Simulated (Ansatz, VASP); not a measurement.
# GeBiBr5 in VASP and in Ansatz

```
Ge Bi Br
1.0
     4.98784    0.00000    0.00000
     0.00000    4.98784    0.00000
     0.00000    0.00000    8.06041
Ge Bi Br
1 1 5
Cartesian
  2.4939 2.4939 0.0000
  0.0000 0.0000 4.0302
  0.0000 2.4939 2.2672
  0.0000 2.4939 5.7932
  2.4939 0.0000 2.2672
  2.4939 0.0000 5.7932
  0.0000 0.0000 0.0000
```

Change from the starting cell: species swapped into the TlSiPt5 type (P4/mmm, No. 123).

Alike in both runs: functional PBE; k mesh 4 × 4 × 2; occupations gaussian, width 0.1 eV; no spin polarisation.

Ansatz relaxed the structure, and its values are those at the end. VASP's run is a single point on that final structure, the one shown.

```csv
,VASP,Ansatz
version,VASP 6.6.1,Ansatz 0.2.0
potentials or method,"VASP PAW PBE potentials, release 64 (Ge_d, Bi_d, Br), cutoff 520 eV","scalar-relativistic, plane waves, PAW"
valence electrons in the cell,64,64
```

```csv
,VASP,Ansatz,Ansatz less VASP
gap on the k mesh at the Fermi level (eV),0.60,0.60,-0.001
least direct gap on the mesh (eV),0.95,0.95,+0.001
pressure (GPa),0.0,0.0,+0.01
```

Spin-orbit coupling is off throughout.
